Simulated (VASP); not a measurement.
# PbS (Cmcm) in VASP: a series of runs

The runs below take PbS through single point, relaxation of cell and atoms, with PBE+D3(BJ).

All numbers are computed with VASP 6.6.1; they aren't measurements. Logs are shortened: lines on timing, memory, paths and dates and some standing lists are left out, and cuts for length are marked.

**1. The cell of the first run**

It takes space group Cmcm (No. 63, orthorhombic). The conventional cell has a = 4.112 Å, b = 11.626 Å, c = 4.268 Å, α = 90.00°, β = 90.00°, γ = 90.00°. Pb (site symmetry m2m) has 5 S at 2.71 to 2.97 Å within 3.6 Å. Within 3.6 Å of S (site symmetry m2m) lie 5 Pb at 2.71 to 2.97 Å.

**2. Single point, PBE+D3(BJ)**

INCAR

```
SYSTEM = PbS
ALGO     = Normal         ! electronic algorithm
EDIFF    = 1E-6           ! SCF threshold, eV
ENCUT    = 520            ! plane-wave cutoff, eV
GGA      = PE             ! functional
ISIF     = 2              ! what is computed and relaxed
ISMEAR   = 0              ! smearing method
IVDW     = 12             ! dispersion correction
LASPH    = .True.         ! aspherical terms in the spheres
LCHARG   = .False.        ! write CHGCAR
LREAL    = .False.        ! projectors in reciprocal space
LWAVE    = .False.        ! write WAVECAR
NBANDS   = 28             ! bands
NELM     = 100            ! most SCF steps
PREC     = Accurate       ! precision mode
SIGMA    = 0.02           ! smearing width, eV
```

KPOINTS

```
k-points
0
Gamma
  8 8 6
  0 0 0
```

POSCAR

```
PbS
1.0
    2.0560482281     -5.8128948704      0.0000000000
    2.0560482281      5.8128948704      0.0000000000
    0.0000000000      0.0000000000      4.2675556982
Pb S
2 2
Direct
    0.8731305186      0.1268694814      0.7500000000
    0.1268694814      0.8731305186      0.2500000000
    0.6404500306      0.3595499694      0.7500000000
    0.3595499694      0.6404500306      0.2500000000
```

Potentials or basis: VASP PAW PBE potentials, release 64 (Pb_d, S).

The run is started by

```console
cat potpaw_PBE.64/Pb_d/POTCAR potpaw_PBE.64/S/POTCAR > POTCAR
mpirun -np 1 vasp_std > vasp.out
```

OUTCAR:

```text
SYSTEM = PbS
   EDIFF = 1E-6
   ENCUT = 520
   GGA = PE
   ISIF = 2
   ISMEAR = 0
   IVDW = 12
   LASPH = .True.
   LREAL = .False.
   NELM = 100
   PREC = Accurate
 IVDW          = 12

 ion  position               nearest neighbor table
   1  0.873  0.127  0.750-   3 2.71   4 2.97   4 2.97   4 2.97   4 2.97   2 3.64   2 3.64   2 4.12
                             2 4.12   2 4.12   2 4.12
   2  0.127  0.873  0.250-   4 2.71   3 2.97   3 2.97   3 2.97   3 2.97   1 3.64   1 3.64   1 4.12
                             1 4.12   1 4.12   1 4.12
   3  0.640  0.360  0.750-   1 2.71   2 2.97   2 2.97   2 2.97   2 2.97
   4  0.360  0.640  0.250-   2 2.71   1 2.97   1 2.97   1 2.97   1 2.97

  LATTYP: Found a base centered orthorhombic cell.
 ALAT       =     4.1120964562
 B/A-ratio  =     2.8272171785
 C/A-ratio  =     1.0378053491

  Lattice vectors:

 A1 = (   2.0560482281,  -5.8128948704,   0.0000000000)
 A2 = (   2.0560482281,   5.8128948704,   0.0000000000)
 A3 = (   0.0000000000,   0.0000000000,   4.2675556982)

Analysis of symmetry for initial positions (statically):
=====================================================================
 Subroutine PRICEL returns:
 Original cell was already a primitive cell.

 Routine SETGRP: Setting up the symmetry group for a
 base centered orthorhombic supercell.

 Subroutine GETGRP returns: Found  8 space group operations
 (whereof  4 operations were pure point group operations)
 out of a pool of  8 trial point group operations.

The static configuration has the point symmetry C_2h.
 The point group associated with its full space group is D_2h.

Analysis of symmetry for dynamics (positions and initial velocities):
=====================================================================
 Subroutine PRICEL returns:
 Original cell was already a primitive cell.

 Routine SETGRP: Setting up the symmetry group for a
 base centered orthorhombic supercell.

 Subroutine GETGRP returns: Found  8 space group operations
 (whereof  4 operations were pure point group operations)
 out of a pool of  8 trial point group operations.

The dynamic configuration has the point symmetry C_2h.
 The point group associated with its full space group is D_2h.

 Subroutine INISYM returns: Found  8 space group operations
 (whereof  4 operations are pure point group operations),
 and found     1 'primitive' translations

----------------------------------------------------------------------------------------

                                     Primitive cell

[... 95 lines left out ...]
   LREAL  =      F    real-space projection
   EDIFFG = 0.1E-04   stopping-criterion for IOM
   NSW    =      0    number of steps for IOM
   IBRION =     -1    ionic relax: 0-MD 1-quasi-New 2-CG
   NFREE  =      0    steps in history (QN), initial steepest desc. (CG)
   ISIF   =      2    stress and relaxation
   ISYM   =      2    0-nonsym 1-usesym 2-fastsym
   POTIM  = 0.5000    time-step for ionic-motion
   TEBEG  =    0.0;   TEEND  =   0.0 temperature during run
   PSTRESS=    0.0 pullay stress
   NELECT =      40.0000    total number of electrons
   NUPDOWN=      -1.0000    fix difference up-down
   EMIN   =  10.00;   EMAX   =-10.00  energy-range for DOS
   EFERMI =   0.00;   METHOD = LEGACY
   ISMEAR =     0;   SIGMA  =   0.02  broadening in eV -4-tet -1-fermi 0-gaus
   EFERMI_NEDOS =   21; number of points for ismear=-14 and -15
   IALGO  =     38    algorithm
   IMIX   =      4    mixing-type and parameters
     AMIX     =   0.40;   BMIX     =  1.00
     AMIX_MAG =   1.60;   BMIX_MAG =  1.00
  volume/ion in A,a.u.               =      25.50       172.10
  Fermi-wavevector in a.u.,A,eV,Ry     =   1.198257  2.264377 19.535503  1.435819
  Thomas-Fermi vector in A             =   2.334150
   LORBIT       =      0    0 simple, 1 ext, 2 COOP (PROOUT), +10 PAW based schemes
   GGA     = PE    functional components
   LHFCALC =     F    Hartree Fock is set to
   AEXX    =    0.0000 exact exchange contribution
   IVDW    =    12    specifies the selected vdW correction
   LEPSILON=     F    determine dielectric tensor
   LRPA    =     F    only Hartree local field effects (RPA)
 non-spin polarized calculation
 Gauss-broadening in eV      SIGMA  =   0.02
  energy-cutoff  :      520.00
  volume of cell :      102.01
 maximum number of plane-waves:      2778
 NGX is ok and might be reduce to    48
   NGX = 23   NGY = 23   NGZ = 15

 number of electron      40.0000007 magnetization

 Free energy of the ion-electron system (eV)
  ---------------------------------------------------
  ext. energy  EPLUGINS =         0.00000000
  ---------------------------------------------------
  free energy    TOTEN  =       -17.33608990 eV

  energy without entropy =      -17.33608990  energy(sigma->0) =      -17.33608990

 E-fermi :   5.5430     XC(G=0):  -9.8219

 val. band max:        5.4220296595   @ k =   0.5000   0.5000   0.3333
 cond. band min:       6.6461100906   @ k =   0.5000   0.5000   0.0000
 fundamental gap:      1.2240804311
 Fermi energy:         5.5430188014

 k-point     1 :       0.0000    0.0000    0.0000
  band No.  band energies     occupation
      1     -11.0287      2.00000
      2     -10.9305      2.00000
      3     -10.9275      2.00000
      4     -10.9054      2.00000
      5     -10.8604      2.00000
      6     -10.8598      2.00000
[... 733 lines left out ...]
     27      13.0152      0.00000
     28      13.3973      0.00000

 [... further k-points ...]

------------------------ aborting loop because EDIFF is reached ----------------------------------------

 Edisp (eV)   -1.43052

 E8    (eV) :    -0.6456

  FORCE on cell =-STRESS in cart. coord.  units (eV):
  Direction    XX          YY          ZZ          XY          YZ          ZX
  --------------------------------------------------------------------------------------
  -------------------------------------------------------------------------------------
  Total      -0.04415    -0.05058    -0.02872     0.00000     0.00000     0.00000
  in kB      -0.69336    -0.79439    -0.45104     0.00000     0.00000     0.00000
  external pressure =       -0.65 kB  Pullay stress =        0.00 kB

 VOLUME and BASIS-vectors are now :
 -----------------------------------------------------------------------------
  energy-cutoff  :      520.00
  volume of cell :      102.01
      direct lattice vectors                 reciprocal lattice vectors
     2.056048228 -5.812894870  0.000000000     0.243184957 -0.086015662  0.000000000
     2.056048228  5.812894870  0.000000000     0.243184957  0.086015662  0.000000000
     0.000000000  0.000000000  4.267555698     0.000000000  0.000000000  0.234326174

 POSITION                                       TOTAL-FORCE (eV/Angst)
 -----------------------------------------------------------------------------------
      2.05605     -4.33794      3.20067         0.000000      0.009034     -0.000000
      2.05605      4.33794      1.06689         0.000000     -0.009034      0.000000
      2.05605     -1.63284      3.20067         0.000000     -0.002111      0.000000
      2.05605      1.63284      1.06689         0.000000      0.002111      0.000000
 -----------------------------------------------------------------------------------
    total drift:                               -0.000000     -0.000000      0.000000

  FREE ENERGIE OF THE ION-ELECTRON SYSTEM (eV)
  ---------------------------------------------------
  free  energy   TOTEN  =       -18.7666074691 eV

  energy  without entropy=      -18.7666074691  energy(sigma->0) =      -18.76660747
```

stdout:

```text
POSCAR found type information on POSCAR PbS
 POSCAR found :  2 types and       4 ions
 scaLAPACK will be used
 LDA part: xc-table for (Slater+PW92), standard interpolation
 POSCAR, INCAR and KPOINTS ok, starting setup
 FFT: planning ... GRIDC
 FFT: planning ... GRID_SOFT
 FFT: planning ... GRID
 WAVECAR not read
 entering main loop
```

Run time: 1.8 min. Hardware: 1 thread of Intel Xeon 6975P-C (Granite Rapids), shared host; peak memory 0.38 GiB.

Results:

```
Free energy                : -18.7666 eV
Pressure                   : -0.1 GPa
Largest force              : 0.009 eV/Å
Band gap on the k mesh     : 1.22 eV, indirect (least direct gap 1.28 eV)
Dispersion energy per atom : -0.358 eV
```

Forces on the atoms (eV/Å):
```
Pb   0.000  0.009  0.000
Pb   0.000 -0.009  0.000
S    0.000 -0.002  0.000
S    0.000  0.002  0.000
```

Levels at points of the mesh, in eV from the valence-band top:
```
           k point  band 16  band 17  band 18  band 19  band 20  band 21  band 22  band 23  band 24  band 25
(0.00, 0.00, 0.00)    -3.13    -2.37    -1.81    -1.56    -0.62     4.56     4.70     4.97     5.51     6.03
(0.50, 0.00, 0.00)    -2.08    -1.47    -1.21    -0.43    -0.32     1.77     1.77     2.01     2.93     3.20
(0.50, 0.50, 0.00)    -2.68    -2.10    -1.72    -1.35    -0.61     1.22     4.43     4.73     4.82     5.69
(0.00, 0.00, 0.50)    -2.94    -1.15    -1.15    -0.05    -0.05     1.77     1.77     2.74     2.74     5.12
(0.50, 0.00, 0.50)    -4.40    -3.36    -3.36    -1.44    -1.44     3.34     3.34     5.46     5.46     6.29
(0.50, 0.50, 0.50)    -1.28    -1.15    -1.15    -0.50    -0.50     1.66     1.66     3.27     3.27     3.58
```

Caveat: spin-orbit coupling is left out, which moves the levels of the heavy elements.

**3. Relaxation of cell and atoms, PBE+D3(BJ)**

This run uses another cell than the first one, of 27.55 Å³/atom, 1.080 times its volume.

INCAR

```
SYSTEM = PbS
ALGO = Normal
EDIFF = 1E-7
EDIFFG = -0.005
ENCUT = 600
GGA = PE
IBRION = 2
ISIF = 3
ISMEAR = 0
IVDW = 12
LASPH = .True.
LCHARG = .False.
LREAL = .False.
LWAVE = .False.
NELM = 100
NSW = 70
PREC = Accurate
SIGMA = 0.02
```

KPOINTS is that of step 2.

POSCAR

```
PbS
1.0
    2.0964196418     -6.1177576775      0.0000000000
    2.0964196418      6.1177576775      0.0000000000
    0.0000000000      0.0000000000      4.2959905860
Pb S
2 2
Direct
    0.8667035193      0.1332964807      0.7500000000
    0.1332964807      0.8667035193      0.2500000000
    0.6453915001      0.3546084999      0.7500000000
    0.3546084999      0.6453915001      0.2500000000
```

Potentials or basis: VASP PAW PBE potentials, release 64 (Pb_d, S).

The run is started by

```console
cat potpaw_PBE.64/Pb_d/POTCAR potpaw_PBE.64/S/POTCAR > POTCAR
mpirun -np 1 vasp_std > vasp.out
```

It took 35 min on 1 thread of Intel Xeon 6975P-C (Granite Rapids), shared host; peak memory 0.49 GiB.

The run converged. Its results:

* Free energy: -18.7676 eV
* Relaxed volume: 25.51 Å³/atom
* Relaxed cell: a = 6.166 Å, b = 6.166 Å, c = 4.270 Å, α = 90.00°, β = 90.00°, γ = 141.05°
* Space group after relaxing (to 0.05 Å): Cmcm (No. 63)
* Energy gained by relaxing: 14.6 meV/atom
* Ionic steps: 19
* Pressure after relaxing: 0.0 GPa
* Band gap on the k mesh: 1.23 eV, indirect (least direct gap 1.28 eV)
* Dispersion energy per atom: -0.357 eV

Step by step:
| step | energy change (eV) | largest force (eV/Å) | pressure (GPa) | volume (Å³) |
| --- | --- | --- | --- | --- |
| 1 | 0.0000 | 0.0066 | -1.93 | 110.20 |
| 2 | -0.0248 | 0.3185 | 0.54 | 104.98 |
| 3 | -0.0264 | 0.2545 | 0.01 | 105.98 |
| 4 | -0.0337 | 0.1986 | 0.02 | 105.34 |
| 5 | -0.0452 | 0.0404 | 0.16 | 103.43 |
| 6 | -0.0514 | 0.0254 | 0.01 | 103.23 |
| 7 | -0.0567 | 0.0289 | -0.21 | 102.82 |
| 8 | -0.0568 | 0.0310 | -0.22 | 102.79 |
| 9 | -0.0574 | 0.0404 | -0.01 | 102.30 |
| 10 | -0.0575 | 0.0442 | 0.07 | 102.11 |
| 11 | -0.0578 | 0.0249 | 0.04 | 102.08 |
| 12 | -0.0579 | 0.0221 | 0.01 | 102.06 |
| 13 | -0.0580 | 0.0187 | -0.01 | 102.08 |
| 14 | -0.0581 | 0.0124 | -0.04 | 102.11 |
| 15 | -0.0582 | 0.0126 | 0.03 | 102.00 |
| 16 | -0.0582 | 0.0128 | 0.05 | 101.96 |
| 17 | -0.0582 | 0.0060 | 0.03 | 101.99 |
| 18 | -0.0583 | 0.0052 | 0.00 | 102.03 |
| 19 | -0.0583 | 0.0020 | 0.00 | 102.04 |

Final structure:
```xyz
4
Lattice="2.0555 -5.8134 0.0000 2.0555 5.8134 0.0000 0.0000 0.0000 4.2697" Properties=species:S:1:pos:R:3 pbc="T T T"
Pb    2.0555   -4.3367    3.2023
Pb    2.0555    4.3367    1.0674
S     2.0555   -1.6321    3.2023
S     2.0555    1.6321    1.0674
```

Levels at points of the mesh, in eV from the valence-band top:
| k point | band 17 | band 18 | band 19 | band 20 | band 21 | band 22 | band 23 | band 24 |
| --- | --- | --- | --- | --- | --- | --- | --- | --- |
| (0.00, 0.00, 0.00) | -2.36 | -1.81 | -1.57 | -0.63 | 4.56 | 4.70 | 4.97 | 5.51 |
| (0.50, 0.00, 0.00) | -1.47 | -1.21 | -0.44 | -0.32 | 1.76 | 1.77 | 2.01 | 2.93 |
| (0.50, 0.50, 0.00) | -2.11 | -1.72 | -1.35 | -0.61 | 1.23 | 4.43 | 4.72 | 4.82 |
| (0.00, 0.00, 0.50) | -1.15 | -1.15 | -0.05 | -0.05 | 1.77 | 1.77 | 2.74 | 2.74 |
| (0.50, 0.00, 0.50) | -3.35 | -3.35 | -1.44 | -1.44 | 3.35 | 3.35 | 5.46 | 5.46 |
| (0.50, 0.50, 0.50) | -1.15 | -1.15 | -0.49 | -0.49 | 1.66 | 1.66 | 3.27 | 3.27 |

Caveat: spin-orbit coupling is left out, which moves the levels of the heavy elements. A k mesh can miss the band edges.
